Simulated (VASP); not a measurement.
A run of VASP 6.6.1:

Contents of INCAR:

```
PREC = Accurate
ENCUT = 600
EDIFF = 1E-6
ISMEAR = -1
SIGMA = 0.05
LREAL = F
LASPH = T
NELM = 200
ALGO = Normal
ISIF = 2
LWAVE = F
LCHARG = F
ISPIN = 2
MAGMOM = 0 0 1 -0.5
LORBIT = 11
LMAXMIX = 4
GGA = PE
NBANDS = 28
GGA_COMPAT = F
```

File KPOINTS:

```
regular mesh
0
Gamma
  8 8 5
```

POSCAR

```
Ni2SbTe
1.0
    3.9656228857      0.0000000000      0.0000000000
   -1.9828114428      3.4343301608      0.0000000000
    0.0000000000      0.0000000000      5.2034824400
Te Sb Ni
1 1 2
Direct
    0.3333333333      0.6666666667      0.0000000000
    0.6666666667      0.3333333333      0.5000000000
    0.0000000000      0.0000000000      0.2531824000
    0.0000000000      0.0000000000      0.7468176000
```

Potentials or basis: VASP PAW PBE potentials, release 64 (Te, Sb, Ni).

Command:

```console
$ cat potpaw_PBE.64/Te/POTCAR potpaw_PBE.64/Sb/POTCAR potpaw_PBE.64/Ni/POTCAR > POTCAR
$ mpirun -np 1 vasp_std > vasp.out
```

Hardware: 1 thread of Oxide Virtual Turin-like Processor (shared host).

How long does it take, and how much memory?

Wall time 2.7 min on 1 thread of Oxide Virtual Turin-like Processor (shared host), peak memory 0.3 GiB. Counts: scf iterations 16, k points 40.
